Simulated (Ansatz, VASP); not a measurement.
# Ga: VASP beside Ansatz

The input INCAR:

```
SYSTEM = Ga
PREC     = Accurate       ! precision mode
ENCUT    = 520            ! plane-wave cutoff, eV
EDIFF    = 1E-6           ! SCF threshold, eV
ISMEAR   = -1             ! smearing method
SIGMA    = 0.1            ! smearing width, eV
LREAL    = .FALSE.        ! projectors in reciprocal space
LASPH    = .TRUE.         ! aspherical terms in the spheres
NELM     = 60             ! most SCF steps
ALGO     = Normal         ! electronic algorithm
ISIF     = 2              ! what is computed and relaxed
LWAVE    = .FALSE.        ! write WAVECAR
LCHARG   = .FALSE.        ! write CHGCAR
GGA      = RE             ! functional
NBANDS   = 20             ! bands
```

Contents of KPOINTS:

```
regular mesh
0
G
  13 13 11
  0 0 0
```

The input POSCAR:

```
Ga
1.0
    1.4577045466     -4.4453537401      0.0261638686
    1.4577045466      4.4453537401      0.0261638686
   -0.0607979378      0.0000000000      3.4023958440
Ga
2
Direct
    0.8677114022      0.1322885978      0.2500000000
    0.1322885978      0.8677114022      0.7500000000
```

Input for Ansatz:

```yaml
crystal:
  lattice:
    - [1.4577045466, -4.4453537401, 0.0261638686]
    - [1.4577045466, 4.4453537401, 0.0261638686]
    - [-0.0607979378, 0.0, 3.402395844]
  atoms:
    - { symbol: Ga, position: [0.8677114022, 0.1322885978, 0.25] }
    - { symbol: Ga, position: [0.1322885978, 0.8677114022, 0.75] }
hamiltonian:
  xc: revpbe
  pseudopotentials:
    kind: paw
    azcp:
      Ga: "pseudopotentials/Ga.paw.azcp"
basis:
  ecutwfc: 420
  fft_grid_basis: typed
kpoints:
  mp_grid: { grid: [13, 13, 11], shift: [0, 0, 0] }
magnetization:
  spin_polarized: false
scf:
  occupations: { method: fermi_dirac, width: 0.1 }
  lower_state_search: "off"
output:
  stress: true
  write_density: true
  write_potential: true
  elf: true
  volumetric_format: npy
```

Alike in both runs: task single point; functional revPBE; k mesh 13 × 13 × 11; occupations fermi-dirac, width 0.1 eV; no spin polarisation.

|  | VASP | Ansatz |
| --- | --- | --- |
| version | VASP 6.6.1 | Ansatz 0.2.0 |
| potentials or method | VASP PAW PBE potentials, release 64 (Ga_d), cutoff 520 eV | plane waves (420 eV) with PAW, scalar-relativistic |
| valence electrons in the cell | 26 | 26 |

VASP gave:

- pressure (GPa): -3.4
- traceless stress, the component that is largest in VASP (GPa): 0.63

Problem. Estimate Ansatz's values.

Solution. Pressure (GPa): -3.6; traceless stress, the component that is largest in VASP (GPa): 0.62.

VASP's potentials were made for PBE, not for revPBE.
